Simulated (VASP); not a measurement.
Write the native input for VASP 6.6.1 that does the following.

```yaml
Task: single point
Functional: PBE
Potentials_or_basis: VASP PAW PBE potentials, release 64 (Ta_pv, N)
Cutoff: 520 eV
k_mesh: 18 × 18 × 18
Occupations: gaussian, width 0.15 eV
Spin: no spin polarisation
Dipole_correction: no
Further_INCAR_settings: ALGO = Normal; EDIFF = 1e-06; NBANDS = 15
```

The structure of TaN lies in POSCAR:

```
TaN
1.0
    0.0000000000      2.2081122569      2.2081122569
    2.2081122569      0.0000000000      2.2081122569
    2.2081122569      2.2081122569      0.0000000000
Ta N
1 1
Direct
    0.4952498232      0.5047501768      0.5047501768
    0.0613646338     -0.0613646338     -0.0613646338
```

This cell differs from its parent crystal: atoms displaced along a vibrational mode.

One way to write it, as run:

INCAR

```
  ALGO = Normal
  EDIFF = 1E-6
  ENCUT = 520
  GGA = PE
  ISIF = 2
  ISMEAR = 0
  LASPH = True
  LCHARG = False
  LREAL = False
  LWAVE = False
  NBANDS = 15
  NELM = 80
  PREC = Accurate
  SIGMA = 0.15
```

KPOINTS

```
k-points
0
Gamma
  18 18 18
```

Potentials or basis: VASP PAW PBE potentials, release 64 (Ta_pv, N).

Launch:

```sh
$ cat potpaw_PBE.64/Ta_pv/POTCAR potpaw_PBE.64/N/POTCAR > POTCAR
$ mpirun -np 1 vasp_std > vasp.out
```

Results of the run:

```
Pressure               : 15.8 GPa
Largest force          : 3.490 eV/Å
Band gap on the k mesh : zero (bands 8 and 9 overlap by 2.78 eV)
```

Caveat: the cell differs from its parent crystal (atoms displaced along a vibrational mode); the stress differs along the axes, from 2 to 43 GPa; spin-orbit coupling is left out, which moves the levels of the heavy elements; forces of over 1 eV/Å act on the atoms, so gaps and moduli don't describe the material at rest.

Wall time 2.3 min on 1 thread of Intel Xeon 8259CL, on a shared host, peak memory 0.27 GiB.
